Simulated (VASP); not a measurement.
Set up this calculation in VASP 6.6.1, as the native input.

```yaml
Task: single point
Functional: PBEsol
Potentials_or_basis: VASP PAW PBE potentials, release 64 (Ga_d)
Cutoff: 500 eV
k_mesh: 6 × 6 × 6
Occupations: methfessel-paxton, width 0.1 eV
Spin: no spin polarisation
Dipole_correction: no
Further_INCAR_settings: ALGO = Normal; EDIFF = 1e-06; NBANDS = 12
```

The structure of Ga lies in POSCAR:

```
Ga
1.0
    3.9134600000      0.0000000000      0.0000000000
    0.0000000000      3.9134600000      0.0000000000
    0.0000000000      0.0000000000      3.9134600000
Ga
1
Direct
    0.0000000000      0.0000000000      0.0000000000
```

One way to write it, as run:

INCAR

```
PREC = Accurate ; ENCUT = 500
EDIFF = 1E-6 ; ISMEAR = 1
SIGMA = 0.1 ; LREAL = F
LASPH = T ; NELM = 120
ALGO = Normal ; ISIF = 2
LWAVE = F ; LCHARG = F
GGA = PS ; NBANDS = 12
GGA_COMPAT = F
```

KPOINTS

```
regular mesh
0
Gamma
  6 6 6
```

Potentials or basis: VASP PAW PBE potentials, release 64 (Ga_d).

The run is started by

```sh
$ cat potpaw_PBE.64/Ga_d/POTCAR > POTCAR
$ mpirun -np 1 vasp_std > vasp.out
```

Results of the run:

```
Pressure : -4.0 GPa
```

Caveat: the PAW data sets were made with another functional, which shifts forces and pressure a little.

Wall time 5.1 s on 1 thread of Intel(R) Xeon(R) 6975P-C (Granite Rapids), on a shared host, peak memory 0.16 GiB.
